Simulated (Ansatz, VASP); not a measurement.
CsTa3: VASP beside Ansatz

```xyz
4
Lattice="4.4146 0.0000 0.0000 0.0000 4.4146 0.0000 0.0000 0.0000 4.4146" Properties=species:S:1:pos:R:3 pbc="T T T"
Cs    0.0000    0.0000    0.0000
Ta    0.0000    2.2073    2.2073
Ta    2.2073    0.0000    2.2073
Ta    2.2073    2.2073    0.0000
```

Alike in both runs: functional PBE; k mesh 4 × 4 × 4; occupations gaussian, width 0.1 eV; no spin polarisation.

Ansatz relaxed the structure, and its values are those at the end. VASP's run is a single point on that final structure, the one shown.

```csv
,VASP,Ansatz
version,VASP 6.6.1,Ansatz 0.2.0
potentials or method,"VASP PAW PBE potentials, release 64 (Cs_sv, Ta_pv), cutoff 520 eV","scalar-relativistic, plane waves, PAW"
valence electrons in the cell,42,48
```

|  | VASP | Ansatz | Ansatz less VASP |
| --- | --- | --- | --- |
| gap on the k mesh at the Fermi level (eV) | none | none | - |
| pressure (GPa) | 0.9 | 0.0 | -0.90 |

A gap of «none» marks a metal or a gap that the smearing closes. With one functional, cell and mesh, what is left measures potentials, basis and numerics. VASP's potentials hold 42 valence electrons a cell and Ansatz's 48, so a difference there can come from the potentials and not from the codes.

Neither program's run includes spin-orbit coupling.
